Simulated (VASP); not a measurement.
Runs of VASP 6.6.1 on Nb. The structure is that of space group Im-3m (No. 229), or close to it. The cells are those of the table. 

```tsv
task	cell	k mesh	cutoff (eV)	gap on the mesh (eV)	pressure (GPa)
single point	a = 2.803 Å, angles 109.5°, 1 atom	18 × 18 × 18	520	none	(a)
single point	a = 2.862 Å, angles 109.5°, 1 atom	18 × 18 × 18	520	none	-0.2
single point	a = 2.833 Å, angles 109.5°, 1 atom	18 × 18 × 18	520	none	5.4
single point	a = 2.882 Å, angles 109.5°, 1 atom	8 × 8 × 8	550	none	-3.8
relaxation of cell and atoms	relaxed from a = 2.882 Å, angles 109.5°, 1 atom	18 × 18 × 18	600	none	0.0
single point	a = 2.918 Å, angles 109.5°, 1 atom	18 × 18 × 18	520	none	(b)
single point	a = 2.890 Å, angles 109.5°, 1 atom	18 × 18 × 18	520	none	-5.1
```

Alike in all rows: level r2SCAN; potentials or basis VASP PAW PBE potentials, release 64 (Nb_sv); no spin polarisation; smearing gaussian 0.1 eV.

Question: Estimate the missing entries.

Answer: (a) 11.7; (b) -9.4.

Caveats: the PAW data sets were made with another functional, which shifts forces and pressure a little; the cell stands under tension (at least some runs); the cell stands under pressure (at least some runs).

A k mesh can miss the band edges, and the runs leave out spin-orbit coupling on Nb.

A gap of «none» marks levels without a gap at the run's occupations.
